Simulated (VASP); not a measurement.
The system is RbBr.

```
Rb Br
1.0
     0.00000    3.46093    3.46093
     3.46093    0.00000    3.46093
     3.46093    3.46093    0.00000
Rb Br
1 1
Cartesian
  0.0000 0.0000 0.0000
  3.4609 3.4609 3.4609
```

```yaml
Program: VASP 6.6.1
Task: relaxation of cell and atoms
Functional: LDA
Potentials_or_basis: VASP PAW LDA potentials, release 64 (Rb_sv, Br)
Cutoff: 330 eV
k_mesh: 5 × 5 × 5
Occupations: gaussian, width 0.03 eV
Spin: no spin polarisation
```

At the start: pressure -1.5 GPa; volume 41.46 Å³/atom.

Q: Where does the relaxation end?

A: Over 5 steps the energy falls by 22.4 meV/atom and the volume is 37.10 Å³/atom (-10.5 %); space group Fm-3m (No. 225, to 0.1 Å) before and after.

Step by step:
| step | energy change (eV) | largest force (eV/Å) | pressure (GPa) | volume (Å³) |
| --- | --- | --- | --- | --- |
| 1 | 0.0000 | 0.0000 | -1.53 | 82.91 |
| 2 | -0.0353 | 0.0000 | -0.85 | 78.24 |
| 3 | -0.0462 | 0.0000 | -0.07 | 74.50 |
| 4 | -0.0462 | 0.0000 | 0.01 | 74.21 |
| 5 | -0.0447 | 0.0000 | 0.02 | 74.21 |

Final structure:
```
Rb Br
1.0
     0.00000    3.33533    3.33533
     3.33533    0.00000    3.33533
     3.33533    3.33533    0.00000
Rb Br
1 1
Direct
  0.00000 0.00000 0.00000
  0.50000 0.50000 0.50000
```
